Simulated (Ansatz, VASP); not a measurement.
One calculation of AgBr, two programs

The input INCAR:

```
  PREC = Accurate
  ENCUT = 500
  EDIFF = 1E-6
  ISMEAR = 0
  SIGMA = 0.01
  LREAL = F
  LASPH = T
  NELM = 120
  ALGO = Normal
  ISIF = 2
  LWAVE = F
  LCHARG = F
  GGA = PE
  NBANDS = 16
  GGA_COMPAT = F
```

The input KPOINTS:

```
Automatic mesh
0
Gamma
  5 5 5
```

Contents of POSCAR:

```
AgBr
1.0
    0.0000000000      2.7504187405      2.7504187405
    2.7504187405      0.0000000000      2.7504187405
    2.7504187405      2.7504187405      0.0000000000
Ag Br
1 1
Direct
    0.0000000000      0.0000000000      0.0000000000
    0.5000000000      0.5000000000      0.5000000000
```

Input for Ansatz:

```yaml
crystal:
  lattice:
    - [0.0, 2.75041874054975, 2.75041874054975]
    - [2.75041874054975, 0.0, 2.75041874054975]
    - [2.75041874054975, 2.75041874054975, 0.0]
  atoms:
    - { symbol: Ag, position: [0.0, 0.0, 0.0] }
    - { symbol: Br, position: [0.5, 0.5, 0.5] }
basis:
  ecutwfc: 500.0
kpoints:
  mp_grid:
    grid: [5, 5, 5]
hamiltonian:
  xc: pbe
scf:
  occupations:
    method: fixed
output:
  stress: true
```

Alike in both runs: task single point; functional PBE; k mesh 5 × 5 × 5; no spin polarisation.

```csv
,VASP,Ansatz
version,VASP 6.6.1,Ansatz 0.2.0
potentials or method,"VASP PAW PBE potentials, release 64 (Ag, Br), cutoff 500 eV","plane waves, PAW"
occupations,"gaussian, width 0.01 eV",fixed
valence electrons in the cell,18,26
```

|  | VASP | Ansatz | Ansatz less VASP |
| --- | --- | --- | --- |
| pressure (GPa) | 11.4 | 11.4 | +0.05 |

VASP's potentials hold 18 valence electrons a cell and Ansatz's 26, so a difference there can come from the potentials and not from the codes.
